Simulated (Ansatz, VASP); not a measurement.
**One calculation of Al, two programs**

INCAR

```
SYSTEM = Al
PREC = Accurate
ENCUT = 520
EDIFF = 1E-7
ISMEAR = -1
SIGMA = 0.08
LREAL = .FALSE.
LASPH = .TRUE.
NELM = 80
ALGO = Normal
ISIF = 2
LWAVE = .FALSE.
LCHARG = .FALSE.
NBANDS = 10
```

File KPOINTS:

```
Automatic mesh
0
G
  15 15 8
  0 0 0
```

POSCAR

```
Al
1.0
    2.4830867323      0.0000000000      0.0000000000
   -1.2415433662      2.1504161899      0.0000000000
    0.0000000000      0.0000000000      4.0623853878
Al
2
Direct
    0.3333333333      0.6666666667      0.2500000000
    0.6666666667      0.3333333333      0.7500000000
```

Input for Ansatz:

```yaml
crystal:
  lattice:
    - [2.4830867323, 0.0, 0.0]
    - [-1.2415433662, 2.1504161899, 0.0]
    - [0.0, 0.0, 4.0623853878]
  atoms:
    - { symbol: Al, position: [0.3333333333, 0.6666666667, 0.25] }
    - { symbol: Al, position: [0.6666666667, 0.3333333333, 0.75] }
kpoints:
  mp_grid: { grid: [15, 15, 8] }
scf:
  occupations: { method: fermi_dirac, width: 0.08 }
hamiltonian:
  xc: lda
  pseudopotentials: { kind: paw }
output:
  forces: true
  stress: true
  eigenvalues: true
  populations: true
```

Change from the starting cell: volume scaled by 0.68, PAW files.

Alike in both runs: task single point; functional LDA; k mesh 15 × 15 × 8; occupations fermi-dirac, width 0.08 eV; no spin polarisation.

```csv
,VASP,Ansatz
version,VASP 6.6.1,Ansatz 0.2.0
potentials or method,"VASP PAW LDA potentials, release 64 (Al)","PAW with Ansatz's default frozen-core files, scalar-relativistic"
plane-wave cutoff (eV),520,420
valence electrons in the cell,6,6
```

```tsv
	VASP	Ansatz	Ansatz less VASP
pressure (GPa)	71.5	70.8	-0.67
```

LDA's correlation is that of Perdew and Zunger in VASP and of Perdew and Wang (1992) in Ansatz. Both programs put the cell under a high pressure, so it lies far from rest at this level.

Noted on VASP's run: the cell as given lies far from equilibrium.
